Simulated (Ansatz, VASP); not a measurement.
# Cu: VASP beside Ansatz

File INCAR:

```
PREC = Accurate
ENCUT = 520
EDIFF = 1E-6
ISMEAR = -1
SIGMA = 0.1
LREAL = False
LASPH = True
NELM = 60
ALGO = Normal
ISIF = 2
LWAVE = False
LCHARG = True
GGA = PE
LELF = True
LVHAR = True
NBANDS = 12
```

KPOINTS

```
Automatic mesh
0
Gamma
  24 24 24
```

Contents of POSCAR:

```
Cu
1.0
    0.0000000000      1.8617278859      1.8617278859
    1.8617278859      0.0000000000      1.8617278859
    1.8617278859      1.8617278859      0.0000000000
Cu
1
Direct
    0.0000000000      0.0000000000      0.0000000000
```

Input for Ansatz:

```yaml
crystal:
  lattice:
    - [0.0, 1.8617278859, 1.8617278859]
    - [1.8617278859, 0.0, 1.8617278859]
    - [1.8617278859, 1.8617278859, 0.0]
  atoms:
    - { symbol: Cu, position: [0.0, 0.0, 0.0] }
hamiltonian:
  xc: pbe
  pseudopotentials:
    kind: paw
    azcp:
      Cu: "pseudopotentials/Cu.paw.azcp"
basis:
  ecutwfc: 420
  fft_grid_basis: typed
kpoints:
  mp_grid: { grid: [24, 24, 24], shift: [0, 0, 0] }
magnetization:
  spin_polarized: false
scf:
  occupations: { method: fermi_dirac, width: 0.1 }
output:
  stress: true
```

Alike in both runs: task single point; functional PBE; k mesh 24 × 24 × 24; occupations fermi-dirac, width 0.1 eV; no spin polarisation.

|  | VASP | Ansatz |
| --- | --- | --- |
| version | VASP 6.6.1 | Ansatz 0.2.0 |
| potentials or method | VASP PAW PBE potentials, release 64 (Cu), cutoff 520 eV | plane waves (420 eV) with PAW, scalar-relativistic |
| valence electrons in the cell | 11 | 19 |

Ansatz gave:

```
pressure (GPa) : -8.9
```

Estimate VASP's values.

pressure (GPa): -8.3.

The functional is the same, so the differences come from potentials, cutoffs and numerics. VASP's potentials hold 11 valence electrons a cell and Ansatz's 19, so a difference there can come from the potentials and not from the codes.
